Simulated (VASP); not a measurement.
Runs of VASP 6.6.1 on V. The structure is that of space group Fm-3m (No. 225), or close to it. The cells are those of the table. 

```tsv
cell	k mesh	gap on the mesh (eV)	pressure (GPa)
a = 2.641 Å, angles 60.0°, 1 atom	16 × 16 × 16	none	16.7
a = 2.786 Å, angles 60.0°, 1 atom	16 × 16 × 16	none	-10.9
a = 2.679 Å, angles 60.0°, 1 atom	16 × 16 × 16	none	(b)
a = 2.716 Å, angles 60.0°, 1 atom	23 × 23 × 23	none	0.2
a = 2.820 Å, angles 60.0°, 1 atom	16 × 16 × 16	none	(a)
a = 2.603 Å, angles 60.0°, 1 atom	16 × 16 × 16	none	27.7
a = 2.752 Å, angles 60.0°, 1 atom	16 × 16 × 16	none	-5.9
a = 2.716 Å, angles 60.0°, 1 atom	16 × 16 × 16	none	0.2
```

Alike in all rows: task single point; level revPBE; potentials or basis VASP PAW PBE potentials, release 64 (V_sv); no spin polarisation; cutoff (eV) 520; smearing fermi-dirac 0.1 eV.

**Question.** Fill in the values left out.

**Answer.** (a) -15.0; (b) 7.6.

Caveats: the PAW data sets were made with another functional, which shifts forces and pressure a little.

A gap of «none» marks levels without a gap at the run's occupations.
